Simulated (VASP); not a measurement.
# Be in VASP: a series of runs, part 2 of 2

VASP 6.6.1. Earlier steps stand in the parts before.

## (3) Single point, PBE

INCAR reads:

```
SYSTEM = Be
  ALGO = Normal
  EDIFF = 1E-6
  ENCUT = 520
  GGA = PE
  ISIF = 2
  ISMEAR = -1
  LASPH = .TRUE.
  LCHARG = .FALSE.
  LREAL = .FALSE.
  LWAVE = .FALSE.
  NBANDS = 15
  NELM = 100
  PREC = Accurate
  SIGMA = 0.05
```

KPOINTS reads:

```
k-points
0
G
  21 21 1
  0 0 0
```

POSCAR reads:

```
Be
1.0
    2.2613065234      0.0000000000      0.0000000000
   -1.1306532617      1.9583488950      0.0000000000
    0.0000000000      0.0000000000     24.9226000000
Be
6
Direct
    0.8333333333      0.1666666667      0.3180899630
    0.1666666667      0.8333333333      0.3917881027
    0.8333333333      0.1666666667      0.4639813596
    0.1666666667      0.8333333333      0.5360186392
    0.8333333333      0.1666666667      0.6082118970
    0.1666666667      0.8333333333      0.6819100386
```

Potentials or basis: VASP PAW PBE potentials, release 64 (Be).

Command:

```sh
cat potpaw_PBE.64/Be/POTCAR > POTCAR
mpirun -np 1 vasp_std > vasp.out
```

OUTCAR:

```text
SYSTEM = Be
   EDIFF = 1E-6
   ENCUT = 520
   GGA = PE
   ISIF = 2
   ISMEAR = -1
   LASPH = .TRUE.
   LREAL = .FALSE.
   NELM = 100
   PREC = Accurate

 ion  position               nearest neighbor table
   1  0.833  0.167  0.318-   2 2.25   2 2.25   2 2.25
   2  0.167  0.833  0.392-   3 2.22   3 2.22   3 2.22   1 2.25   1 2.25   1 2.25
   3  0.833  0.167  0.464-   4 2.22   4 2.22   4 2.22   2 2.22   2 2.22   2 2.22
   4  0.167  0.833  0.536-   3 2.22   3 2.22   3 2.22   5 2.22   5 2.22   5 2.22
   5  0.833  0.167  0.608-   4 2.22   4 2.22   4 2.22   6 2.25   6 2.25   6 2.25
   6  0.167  0.833  0.682-   5 2.25   5 2.25   5 2.25

  LATTYP: Found a hexagonal cell.
 ALAT       =     2.2613065234
 C/A-ratio  =    11.0213276007

  Lattice vectors:

 A1 = (   2.2613065234,   0.0000000000,   0.0000000000)
 A2 = (  -1.1306532617,   1.9583488950,   0.0000000000)
 A3 = (   0.0000000000,   0.0000000000,  24.9226000000)

Analysis of symmetry for initial positions (statically):
=====================================================================
 Subroutine PRICEL returns:
 Original cell was already a primitive cell.

 Routine SETGRP: Setting up the symmetry group for a
 hexagonal supercell.

 Subroutine GETGRP returns: Found 12 space group operations
 (whereof  4 operations were pure point group operations)
 out of a pool of 24 trial point group operations.

The static configuration has the point symmetry C_2h.
 The point group associated with its full space group is D_3d.

Analysis of symmetry for dynamics (positions and initial velocities):
=====================================================================
 Subroutine PRICEL returns:
 Original cell was already a primitive cell.

 Routine SETGRP: Setting up the symmetry group for a
 hexagonal supercell.

 Subroutine GETGRP returns: Found 12 space group operations
 (whereof  4 operations were pure point group operations)
 out of a pool of 24 trial point group operations.

The dynamic configuration has the point symmetry C_2h.
 The point group associated with its full space group is D_3d.

 Subroutine INISYM returns: Found 12 space group operations
 (whereof  4 operations are pure point group operations),
 and found     1 'primitive' translations

----------------------------------------------------------------------------------------

                                     Primitive cell

  volume of cell :     110.3679

  direct lattice vectors                    reciprocal lattice vectors
     2.261306523  0.000000000  0.000000000     0.442222224  0.255317120  0.000000000
    -1.130653262  1.958348895  0.000000000     0.000000000  0.510634240  0.000000000
     0.000000000  0.000000000 24.922600000     0.000000000  0.000000000  0.040124225

  length of vectors
     2.261306523  2.261306523 24.922600000     0.510634240  0.510634240  0.040124225

  position of ions in fractional coordinates (direct lattice)
     0.833333333  0.166666667  0.318089963
     0.166666667  0.833333333  0.391788103
     0.833333333  0.166666667  0.463981360
     0.166666667  0.833333333  0.536018639
     0.833333333  0.166666667  0.608211897
     0.166666667  0.833333333  0.681910039

  ion indices of the primitive-cell ions
   primitive index   ion index
                 1           1
                 2           2
                 3           3
                 4           4
[... 62 lines left out ...]
   NGX,Y,Z   is equivalent  to a cutoff of  13.23, 13.23, 12.81 a.u.
   NGXF,Y,Z  is equivalent  to a cutoff of  26.47, 26.47, 25.61 a.u.
 SYSTEM =  Be
   PREC   = accura    normal or accurate (medium, high low for compatibility)
   ISTART =      0    job   : 0-new  1-cont  2-samecut
   ICHARG =      2    charge: 1-file 2-atom 10-const
   ISPIN  =      1    spin polarized calculation?
   LNONCOLLINEAR =      F non collinear calculations
   LSORBIT =      F    spin-orbit coupling
   LASPH  =      T    aspherical Exc in radial PAW
   ENCUT  =  520.0 eV  38.22 Ry    6.18 a.u.   4.20  4.20 46.34*2*pi/ulx,y,z
   NELM   =    100;   NELMIN=  2; NELMDL= -5     # of ELM steps
   EDIFF  = 0.1E-05   stopping-criterion for ELM
   LREAL  =      F    real-space projection
   EDIFFG = 0.1E-04   stopping-criterion for IOM
   NSW    =      0    number of steps for IOM
   IBRION =     -1    ionic relax: 0-MD 1-quasi-New 2-CG
   NFREE  =      0    steps in history (QN), initial steepest desc. (CG)
   ISIF   =      2    stress and relaxation
   ISYM   =      2    0-nonsym 1-usesym 2-fastsym
   POTIM  = 0.5000    time-step for ionic-motion
   TEBEG  =    0.0;   TEEND  =   0.0 temperature during run
   PSTRESS=    0.0 pullay stress
   NELECT =      12.0000    total number of electrons
   NUPDOWN=      -1.0000    fix difference up-down
   EMIN   =  10.00;   EMAX   =-10.00  energy-range for DOS
   EFERMI =   0.00;   METHOD = LEGACY
   ISMEAR =    -1;   SIGMA  =   0.05  broadening in eV -4-tet -1-fermi 0-gaus
   EFERMI_NEDOS =   21; number of points for ismear=-14 and -15
   IALGO  =     38    algorithm
   IMIX   =      4    mixing-type and parameters
     AMIX     =   0.40;   BMIX     =  1.00
     AMIX_MAG =   1.60;   BMIX_MAG =  1.00
  volume/ion in A,a.u.               =      18.39       124.13
  Fermi-wavevector in a.u.,A,eV,Ry     =   0.781366  1.476567  8.306795  0.610532
  Thomas-Fermi vector in A             =   1.884868
   LORBIT       =      0    0 simple, 1 ext, 2 COOP (PROOUT), +10 PAW based schemes
   GGA     = PE    functional components
   LHFCALC =     F    Hartree Fock is set to
   AEXX    =    0.0000 exact exchange contribution
   IVDW    =     0    specifies the selected vdW correction
   LEPSILON=     F    determine dielectric tensor
   LRPA    =     F    only Hartree local field effects (RPA)
 non-spin polarized calculation
  energy-cutoff  :      520.00
  volume of cell :      110.37
 maximum number of plane-waves:      3006
 NGX is ok and might be reduce to    18
   NGX =  9   NGY =  9   NGZ = 93

 number of electron      12.0000000 magnetization

 Free energy of the ion-electron system (eV)
  ---------------------------------------------------
  ext. energy  EPLUGINS =         0.00000000
  ---------------------------------------------------
  free energy    TOTEN  =       -21.62800737 eV

  energy without entropy =      -21.61499378  energy(sigma->0) =      -21.62150058

 E-fermi :  -0.2161     XC(G=0):  -5.3942

 val. band max:       -0.3053129187   @ k =   0.3333   0.0952   0.0000
 cond. band min:      -0.1943558885   @ k =   0.2857   0.0952   0.0000
 fundamental gap:      0.1109570302
 Fermi energy:        -0.2161226643

 k-point     1 :       0.0000    0.0000    0.0000
  band No.  band energies     occupation
      1     -10.7986      2.00000
      2      -9.9823      2.00000
      3      -8.9075      2.00000
      4      -7.5125      2.00000
      5      -5.8296      2.00000
      6      -3.0878      2.00000
      7      -2.6281      2.00000
      8       2.5514      0.00000
      9       4.1675      0.00000
     10       4.8935      0.00000
     11       5.3533      0.00000
     12       6.6109      0.00000
     13       6.8862      0.00000
     14       9.0099      0.00000
[... 401 lines left out ...]
      2      -8.1357      2.00000
      3      -7.0492      2.00000
      4      -5.6326      2.00000
      5      -3.8753      2.00000
      6      -1.2393      2.00000
      7      -0.3969      1.94765
      8       3.4558      0.00000
      9       5.7378      0.00000
     10       7.0511      0.00000
     11       7.4969      0.00000
     12       8.5167      0.00000
     13       8.6778      0.00000
     14       8.8663      0.00000
     15       9.5319      0.00000

 [... further k-points ...]

------------------------ aborting loop because EDIFF is reached ----------------------------------------

  FORCE on cell =-STRESS in cart. coord.  units (eV):
  Direction    XX          YY          ZZ          XY          YZ          ZX
  --------------------------------------------------------------------------------------
  -------------------------------------------------------------------------------------
  Total       -1.6681068     -1.6681068      0.0892431      0.0000000      0.0000000      0.0000000
  in kB      -24.2153959    -24.2153959      1.2955148      0.0000000      0.0000000      0.0000000
  external PRESSURE =     -15.7117590 kB  Pullay stress =       0.0000000 kB

 VOLUME and BASIS-vectors are now :
 -----------------------------------------------------------------------------
  energy-cutoff  :      520.00
  volume of cell :      110.37
      direct lattice vectors                 reciprocal lattice vectors
     2.261306523  0.000000000  0.000000000     0.442222224  0.255317120  0.000000000
    -1.130653262  1.958348895  0.000000000     0.000000000  0.510634240  0.000000000
     0.000000000  0.000000000 24.922600000     0.000000000  0.000000000  0.040124225

 POSITION                                       TOTAL-FORCE (eV/Angst)
 -----------------------------------------------------------------------------------
      1.69598      0.32639      7.92763         0.000000     -0.000000     -0.008985
     -0.56533      1.63196      9.76438        -0.000000     -0.000000     -0.000668
      1.69598      0.32639     11.56362        -0.000000     -0.000000     -0.003221
     -0.56533      1.63196     13.35898         0.000000      0.000000      0.003221
      1.69598      0.32639     15.15822        -0.000000     -0.000000      0.000668
     -0.56533      1.63196     16.99497         0.000000      0.000000      0.008985
 -----------------------------------------------------------------------------------
    total drift:                               -0.000000      0.000000      0.000004

  FREE ENERGIE OF THE ION-ELECTRON SYSTEM (eV)
  ---------------------------------------------------
  free  energy   TOTEN  =       -21.6280073733 eV

  energy  without entropy=      -21.6149937839  energy(sigma->0) =      -21.62150058
```

OSZICAR:

```text
N       E                     dE             d eps       ncg     rms          rms(c)
DAV:   1     0.220931463966E+02    0.22093E+02   -0.44779E+03  1440   0.605E+02
DAV:   2    -0.207309985987E+02   -0.42824E+02   -0.40078E+02  2067   0.120E+02
DAV:   3    -0.224030633407E+02   -0.16721E+01   -0.16480E+01  2000   0.210E+01
[... 13 lines left out ...]
DAV:  17    -0.216279793627E+02   -0.23292E-04   -0.78488E-07  1640   0.378E-03    0.922E-04
DAV:  18    -0.216280048113E+02   -0.25449E-04   -0.12543E-06  1466   0.309E-03    0.311E-04
DAV:  19    -0.216280060741E+02   -0.12628E-05   -0.24697E-08  1531   0.707E-04    0.121E-04
DAV:  20    -0.216280073247E+02   -0.12506E-05   -0.48793E-08  1323   0.549E-04    0.219E-05
DAV:  21    -0.216280073733E+02   -0.48626E-07   -0.86866E-10  1147   0.111E-04
   1 F= -.21628007E+02 E0= -.21621501E+02  d E =-.130136E-01
```

stdout:

```text
POSCAR found type information on POSCAR Be
 POSCAR found :  1 types and       6 ions
 scaLAPACK will be used
 LDA part: xc-table for (Slater+PW92), standard interpolation
 POSCAR, INCAR and KPOINTS ok, starting setup
 FFT: planning ... GRIDC
 FFT: planning ... GRID_SOFT
 FFT: planning ... GRID
 WAVECAR not read
 entering main loop
```

Wall time 61 s (1 thread of Intel Xeon 6975P-C (Granite Rapids), shared host); peak memory 0.24 GiB.

Results:

| Item | Value |
| --- | --- |
| Free energy | -21.6280 eV |
| Largest force | 0.009 eV/Å |
| Band gap on the k mesh | zero (band 6 reaches 0.67 eV, above the bottom of band 7 at -2.63 eV) |

Forces in eV/Å, atoms in the order of the input:
```
Be   0.000  0.000 -0.009
Be   0.000  0.000 -0.001
Be   0.000  0.000 -0.003
Be   0.000  0.000  0.003
Be   0.000  0.000  0.001
Be   0.000  0.000  0.009
```

Levels at points of the mesh, in eV from the Fermi level:
```tsv
k point	band 3	band 4	band 5	band 6	band 7	band 8	band 9	band 10
(0.00, 0.00, 0.00)	-8.69	-7.30	-5.61	-2.87	-2.41	2.77	4.38	5.11
```
